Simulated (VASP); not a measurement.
**ZnNi: single point with LDA**

ZnNi:

```xyz
2
Lattice="2.8066 0.0000 0.0000 0.0000 2.8066 0.0000 0.0000 0.0000 2.8066" Properties=species:S:1:pos:R:3 pbc="T T T"
Zn    1.4033    1.4033    1.4033
Ni    0.0000    0.0000    0.0000
```

- Program: VASP 6.6.1
- Task: single point
- Functional: LDA
- Potentials or basis: VASP PAW LDA potentials, release 64 (Zn, Ni)
- Cutoff: 520 eV
- k mesh: 14 × 14 × 14
- Occupations: gaussian, width 0.1 eV
- Spin: no spin polarisation

```yaml
Pressure: 1.1 GPa
Band_gap_on_the_k_mesh: zero (band 11 reaches 12.08 eV, above the bottom of band 12 at 6.12 eV)
```

Levels at points of the mesh, in eV from the Fermi level:
```
           k point  band 9  band 10  band 11  band 12  band 13  band 14
(0.00, 0.00, 0.00)   -1.04    -1.04    -1.04     7.52     7.52     7.52
(0.50, 0.00, 0.00)   -1.94    -1.94    -1.15    -0.18    13.85    13.85
(0.50, 0.50, 0.00)   -1.60    -1.30    -1.30    -0.72     3.85     4.20
(0.50, 0.50, 0.50)   -0.69    -0.69     5.24     5.69     5.69     5.69
```

Wall time 41 s on 1 thread of Oxide Virtual Turin-like Processor, on a shared host, peak memory 0.13 GiB.

Spin polarisation is off, so any magnetic state and its effect on volume and gap are missing.
